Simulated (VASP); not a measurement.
# LiB4Pt (P6/mmm) in VASP: single point with PBE

Aim: the single point of LiB4Pt with PBE.

Everything below comes from runs of VASP 6.6.1. Logs are shortened: lines on timing, memory, paths and dates and some standing lists are left out, and cuts for length are marked.

## 1. The cell of the first run

Symmetry: P6/mmm, No. 191, hexagonal system. The conventional cell has a = 3.324 Å, b = 3.324 Å, c = 5.438 Å, α = 90.00°, β = 90.00°, γ = 120.00°. Li (site symmetry 6/mmm) has 12 B at 2.17 Å and 2 Pt at 2.72 Å within 2.9 Å. B (site symmetry 3m) has 4 B at 1.92 to 2.04 Å and 3 Li at 2.17 Å within 2.5 Å. Within 3.4 Å of Pt (site symmetry 6/mmm) lie 12 B at 2.56 Å and 2 Li at 2.72 Å and 6 Pt at 3.32 Å.

## 2. Single point, PBE

INCAR

```
SYSTEM = LiB4Pt
ALGO = Normal ; EDIFF = 1E-7
ENCUT = 520 ; GGA = PE
ISIF = 2 ; ISMEAR = 0
LASPH = .True. ; LCHARG = .False.
LREAL = .False. ; LWAVE = .False.
NBANDS = 22 ; NELM = 60
PREC = Accurate ; SIGMA = 0.1
```

KPOINTS

```
k-points
0
Gamma
  6 6 4
  0 0 0
```

POSCAR

```
LiB4Pt
1.0
    3.3238475600      0.0000000000      0.0000000000
   -1.6619237800      2.8785364300      0.0000000000
    0.0000000000      0.0000000000      5.4381041600
Li B Pt
1 4 1
Direct
    0.0000000000      0.0000000000      0.0000000000
    0.3333333300      0.6666666700      0.8126597500
    0.6666666700      0.3333333300      0.8126597500
    0.6666666700      0.3333333300      0.1873402500
    0.3333333300      0.6666666700      0.1873402500
    0.0000000000      0.0000000000      0.5000000000
```

Potentials or basis: VASP PAW PBE potentials, release 64 (Li_sv, B, Pt).

The run is started by

```console
$ cat potpaw_PBE.64/Li_sv/POTCAR potpaw_PBE.64/B/POTCAR potpaw_PBE.64/Pt/POTCAR > POTCAR
$ mpirun -np 1 vasp_std > vasp.out
```

OUTCAR:

```text
SYSTEM = LiB4Pt
   EDIFF = 1E-7
   ENCUT = 520
   GGA = PE
   ISIF = 2
   ISMEAR = 0
   LASPH = .True.
   LREAL = .False.
   NELM = 60
   PREC = Accurate

 ion  position               nearest neighbor table
   1  0.000  0.000  0.000-   2 2.17   3 2.17   4 2.17   5 2.17   3 2.17   4 2.17   2 2.17   5 2.17
                             3 2.17   4 2.17   2 2.17   5 2.17   6 2.72   6 2.72
   2  0.333  0.667  0.813-   3 1.92   3 1.92   3 1.92   5 2.04   1 2.17   1 2.17   1 2.17   6 2.56
                             6 2.56   6 2.56
   3  0.667  0.333  0.813-   2 1.92   2 1.92   2 1.92   4 2.04   1 2.17   1 2.17   1 2.17   6 2.56
                             6 2.56   6 2.56
   4  0.667  0.333  0.187-   5 1.92   5 1.92   5 1.92   3 2.04   1 2.17   1 2.17   1 2.17   6 2.56
                             6 2.56   6 2.56
   5  0.333  0.667  0.187-   4 1.92   4 1.92   4 1.92   2 2.04   1 2.17   1 2.17   1 2.17   6 2.56
                             6 2.56   6 2.56
   6  0.000  0.000  0.500-   2 2.56   3 2.56   4 2.56   5 2.56   3 2.56   4 2.56   2 2.56   5 2.56
                             3 2.56   4 2.56   2 2.56   5 2.56   1 2.72   1 2.72

  LATTYP: Found a hexagonal cell.
 ALAT       =     3.3238475600
 C/A-ratio  =     1.6360871135

  Lattice vectors:

 A1 = (   3.3238475600,   0.0000000000,   0.0000000000)
 A2 = (  -1.6619237800,   2.8785364300,   0.0000000000)
 A3 = (   0.0000000000,   0.0000000000,   5.4381041600)

Analysis of symmetry for initial positions (statically):
=====================================================================
 Subroutine PRICEL returns:
 Original cell was already a primitive cell.

 Routine SETGRP: Setting up the symmetry group for a
 hexagonal supercell.

 Subroutine GETGRP returns: Found 24 space group operations
 (whereof 24 operations were pure point group operations)
 out of a pool of 24 trial point group operations.

The static configuration has the point symmetry D_6h.

Analysis of symmetry for dynamics (positions and initial velocities):
=====================================================================
 Subroutine PRICEL returns:
 Original cell was already a primitive cell.

 Routine SETGRP: Setting up the symmetry group for a
 hexagonal supercell.

 Subroutine GETGRP returns: Found 24 space group operations
 (whereof 24 operations were pure point group operations)
 out of a pool of 24 trial point group operations.

The dynamic configuration has the point symmetry D_6h.

 Subroutine INISYM returns: Found 24 space group operations
 (whereof 24 operations are pure point group operations),
 and found     1 'primitive' translations

----------------------------------------------------------------------------------------

                                     Primitive cell

  volume of cell :      52.0308

  direct lattice vectors                    reciprocal lattice vectors
     3.323847560  0.000000000  0.000000000     0.300856156  0.173699382  0.000000000
    -1.661923780  2.878536430  0.000000000     0.000000000  0.347398765  0.000000000
     0.000000000  0.000000000  5.438104160     0.000000000  0.000000000  0.183887614

  length of vectors
     3.323847560  3.323847564  5.438104160     0.347398765  0.347398765  0.183887614

  position of ions in fractional coordinates (direct lattice)
     0.000000000  0.000000000  0.000000000
     0.333333330  0.666666670  0.812659750
     0.666666670  0.333333330  0.812659750
     0.666666670  0.333333330  0.187340250
     0.333333330  0.666666670  0.187340250
     0.000000000  0.000000000  0.500000000

  ion indices of the primitive-cell ions
   primitive index   ion index
                 1           1
                 2           2
                 3           3
                 4           4
                 5           5
                 6           6

----------------------------------------------------------------------------------------

 KPOINTS: k-points

Automatic generation of k-mesh.
 Grid dimensions read from file:
 generate k-points for:    6    6    4

 Generating k-lattice:

  Cartesian coordinates                     Fractional coordinates (reciprocal lattice)
     0.050142693  0.028949897  0.000000000     0.166666667  0.000000000  0.000000000
     0.000000000  0.057899794  0.000000000     0.000000000  0.166666667  0.000000000
     0.000000000  0.000000000  0.045971904     0.000000000  0.000000000  0.250000000

  Length of vectors
     0.057899794  0.057899794  0.045971904

  Shift w.r.t. Gamma in fractional coordinates (k-lattice)
     0.000000000  0.000000000  0.000000000

 Subroutine IBZKPT returns following result:
 ===========================================

 Found     21 irreducible k-points:

 Following reciprocal coordinates:
            Coordinates               Weight
  0.000000  0.000000  0.000000      1.000000
  0.166667 -0.000000  0.000000      6.000000
  0.333333  0.000000  0.000000      6.000000
  0.500000  0.000000  0.000000      3.000000
  0.166667  0.166667  0.000000      6.000000
  0.333333  0.166667  0.000000     12.000000
[... 13 lines left out ...]
  0.333333  0.166667  0.500000     12.000000
  0.333333  0.333333  0.500000      2.000000
   k-points           NKPTS =     21   k-points in BZ     NKDIM =     21   number of bands    NBANDS=     22
   number of dos      NEDOS =    301   number of ions     NIONS =      6
   total plane-waves  NPLWV =  31360
   dimension x,y,z NGX =    28 NGY =   28 NGZ =   40
   dimension x,y,z NGXF=    56 NGYF=   56 NGZF=   80
   ions per type =               1   4   1
   NGX,Y,Z   is equivalent  to a cutoff of  14.00, 14.00, 12.23 a.u.
   NGXF,Y,Z  is equivalent  to a cutoff of  28.01, 28.01, 24.46 a.u.
 SYSTEM =  LiB4Pt
   PREC   = accura    normal or accurate (medium, high low for compatibility)
   ISTART =      0    job   : 0-new  1-cont  2-samecut
   ICHARG =      2    charge: 1-file 2-atom 10-const
   ISPIN  =      1    spin polarized calculation?
   LNONCOLLINEAR =      F non collinear calculations
   LSORBIT =      F    spin-orbit coupling
   LASPH  =      T    aspherical Exc in radial PAW
   ENCUT  =  520.0 eV  38.22 Ry    6.18 a.u.   6.18  6.18 10.11*2*pi/ulx,y,z
   NELM   =     60;   NELMIN=  2; NELMDL= -5     # of ELM steps
   EDIFF  = 0.1E-06   stopping-criterion for ELM
   LREAL  =      F    real-space projection
   EDIFFG = 0.1E-05   stopping-criterion for IOM
   NSW    =      0    number of steps for IOM
   IBRION =     -1    ionic relax: 0-MD 1-quasi-New 2-CG
   NFREE  =      0    steps in history (QN), initial steepest desc. (CG)
   ISIF   =      2    stress and relaxation
   ISYM   =      2    0-nonsym 1-usesym 2-fastsym
   POTIM  = 0.5000    time-step for ionic-motion
   TEBEG  =    0.0;   TEEND  =   0.0 temperature during run
   PSTRESS=    0.0 pullay stress
   NELECT =      25.0000    total number of electrons
   NUPDOWN=      -1.0000    fix difference up-down
   EMIN   =  10.00;   EMAX   =-10.00  energy-range for DOS
   EFERMI =   0.00;   METHOD = LEGACY
   ISMEAR =     0;   SIGMA  =   0.10  broadening in eV -4-tet -1-fermi 0-gaus
   EFERMI_NEDOS =   21; number of points for ismear=-14 and -15
   IALGO  =     38    algorithm
   IMIX   =      4    mixing-type and parameters
     AMIX     =   0.40;   BMIX     =  1.00
     AMIX_MAG =   1.60;   BMIX_MAG =  1.00
  volume/ion in A,a.u.               =       8.67        58.52
  Fermi-wavevector in a.u.,A,eV,Ry     =   1.282236  2.423075 22.369744  1.644130
  Thomas-Fermi vector in A             =   2.414560
   LORBIT       =      0    0 simple, 1 ext, 2 COOP (PROOUT), +10 PAW based schemes
   GGA     = PE    functional components
   LHFCALC =     F    Hartree Fock is set to
   AEXX    =    0.0000 exact exchange contribution
   IVDW    =     0    specifies the selected vdW correction
   LEPSILON=     F    determine dielectric tensor
   LRPA    =     F    only Hartree local field effects (RPA)
 non-spin polarized calculation
 Gauss-broadening in eV      SIGMA  =   0.10
  energy-cutoff  :      520.00
  volume of cell :       52.03
 maximum number of plane-waves:      1420
 NGX is ok and might be reduce to    28
   NGX = 13   NGY = 13   NGZ = 21

 number of electron      24.9999999 magnetization

 Free energy of the ion-electron system (eV)
  ---------------------------------------------------
  ext. energy  EPLUGINS =         0.00000000
  ---------------------------------------------------
  free energy    TOTEN  =       -31.86487696 eV

  energy without entropy =      -31.84482986  energy(sigma->0) =      -31.85485341

 E-fermi :   8.1292     XC(G=0): -12.1165

 val. band max:        8.1013948849   @ k =   0.1667   0.1667   0.5000
 cond. band min:       8.2368901986   @ k =   0.5000   0.0000   0.2500
 fundamental gap:      0.1354953137
 Fermi energy:         8.1292273131

 k-point     1 :       0.0000    0.0000    0.0000
  band No.  band energies     occupation
      1     -37.7747      2.00000
      2      -5.6448      2.00000
      3      -1.8979      2.00000
      4      -0.1266      2.00000
      5       3.6587      2.00000
      6       3.6587      2.00000
[... 14 lines left out ...]
     21      15.6674      0.00000
     22      15.6674      0.00000

 k-point     2 :       0.1667   -0.0000    0.0000
  band No.  band energies     occupation
      1     -37.7722      2.00000
      2      -5.2728      2.00000
      3      -1.6615      2.00000
      4       0.3459      2.00000
      5       2.6551      2.00000
      6       3.7096      2.00000
[... 14 lines left out ...]
     21      15.6404      0.00000
     22      16.4764      0.00000

 k-point     3 :       0.3333    0.0000    0.0000
  band No.  band energies     occupation
      1     -37.7674      2.00000
      2      -4.2080      2.00000
      3      -1.0031      2.00000
      4       0.0589      2.00000
      5       1.9494      2.00000
      6       2.6783      2.00000
[... 14 lines left out ...]
     21      16.6951      0.00000
     22      16.9621      0.00000
[... 401 lines left out ...]
 k-point    20 :       0.3333    0.1667    0.5000
  band No.  band energies     occupation
      1     -37.7648      2.00000
      2      -3.1590      2.00000
      3      -0.8587      2.00000
      4      -0.6458      2.00000
      5       1.1316      2.00000
      6       2.0319      2.00000
[... 14 lines left out ...]
     21      18.1443      0.00000
     22      18.7176      0.00000

 k-point    21 :       0.3333    0.3333    0.5000
  band No.  band energies     occupation
      1     -37.7636      2.00000
      2      -2.0005      2.00000
      3      -2.0005      2.00000
      4       0.7516      2.00000
      5       0.7516      2.00000
      6       1.4168      2.00000
[... 14 lines left out ...]
     21      18.2995      0.00000
     22      18.2995      0.00000

------------------------ aborting loop because EDIFF is reached ----------------------------------------

  FORCE on cell =-STRESS in cart. coord.  units (eV):
  Direction    XX          YY          ZZ          XY          YZ          ZX
  --------------------------------------------------------------------------------------
  -------------------------------------------------------------------------------------
  Total       -5.0153320     -5.0153320      0.3242984      0.0000000     -0.0000000     -0.0000000
  in kB     -154.4364902   -154.4364907      9.9860812      0.0000000     -0.0000000     -0.0000000
  external PRESSURE =     -99.6289665 kB  Pullay stress =       0.0000000 kB

 VOLUME and BASIS-vectors are now :
 -----------------------------------------------------------------------------
  energy-cutoff  :      520.00
  volume of cell :       52.03
      direct lattice vectors                 reciprocal lattice vectors
     3.323847560  0.000000000  0.000000000     0.300856156  0.173699382  0.000000000
    -1.661923780  2.878536430  0.000000000     0.000000000  0.347398765  0.000000000
     0.000000000  0.000000000  5.438104160     0.000000000  0.000000000  0.183887614

 POSITION                                       TOTAL-FORCE (eV/Angst)
 -----------------------------------------------------------------------------------
      0.00000      0.00000      0.00000         0.000000      0.000000      0.000000
     -0.00000      1.91902      4.41933        -0.000000     -0.000000     -0.949147
      1.66192      0.95951      4.41933         0.000000     -0.000000     -0.949147
      1.66192      0.95951      1.01878         0.000000      0.000000      0.949147
     -0.00000      1.91902      1.01878        -0.000000      0.000000      0.949147
      0.00000      0.00000      2.71905        -0.000000      0.000000      0.000000
 -----------------------------------------------------------------------------------
    total drift:                               -0.000000     -0.000000     -0.000000

  FREE ENERGIE OF THE ION-ELECTRON SYSTEM (eV)
  ---------------------------------------------------
  free  energy   TOTEN  =       -31.8648769644 eV

  energy  without entropy=      -31.8448298639  energy(sigma->0) =      -31.85485341
```

It took 12 s on 1 thread of Intel Xeon 6975P-C (Granite Rapids), shared host; peak memory 0.18 GiB.

Results:

- Free energy: -31.8649 eV
- Largest force: 0.949 eV/Å

Forces on the atoms (eV/Å):
```
Li   0.000  0.000  0.000
B    0.000  0.000 -0.949
B    0.000  0.000 -0.949
B    0.000  0.000  0.949
B    0.000  0.000  0.949
Pt   0.000  0.000  0.000
```

Caveat: the k points lie up to 0.36 Å⁻¹ apart; the cutoff is under 1.25 times the usual one of these potentials, so pressure, stress and relaxed cells hold a basis-set (Pulay) error; spin-orbit coupling is left out, which moves the levels of the heavy elements.
